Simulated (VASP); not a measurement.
The system is BP.

```
CELL_PARAMETERS angstrom
0.00000 2.26900 2.26900
2.26900 0.00000 2.26900
2.26900 2.26900 0.00000
ATOMIC_POSITIONS crystal
P 0.75000 0.75000 0.75000
B 0.00000 0.00000 0.00000
```

* Program: VASP 6.6.1
* Task: relaxation of cell and atoms
* Functional: RPBE
* Dispersion: D3(BJ)
* Potentials or basis: VASP PAW PBE potentials, release 64 (P, B)
* Cutoff: 600 eV
* k mesh: 10 × 10 × 10
* Occupations: fermi-dirac, width 0.05 eV
* Spin: no spin polarisation

At the start: pressure -15.6 GPa; volume 11.68 Å³/atom.

Problem. How do energy, volume and symmetry change on relaxing?

Solution. Over 3 steps the energy falls by 58.9 meV/atom and the volume is 10.57 Å³/atom (-9.5 %); space group F-43m (No. 216, to 0.05 Å).

The path:
```tsv
step	energy change (eV)	largest force (eV/Å)	pressure (GPa)	volume (Å³)
1	0.0000	0.0000	-15.55	23.36
2	-0.0578	0.0000	14.58	19.74
3	-0.1177	0.0000	-0.10	21.14
```

Final structure:
```
P B
1.0
     0.00000    2.19462    2.19462
     2.19462    0.00000    2.19462
     2.19462    2.19462    0.00000
P B
1 1
Cartesian
  3.2919 3.2919 3.2919
  0.0000 0.0000 0.0000
```

Caveat: the PAW data sets were made with another functional, which shifts forces and pressure a little.
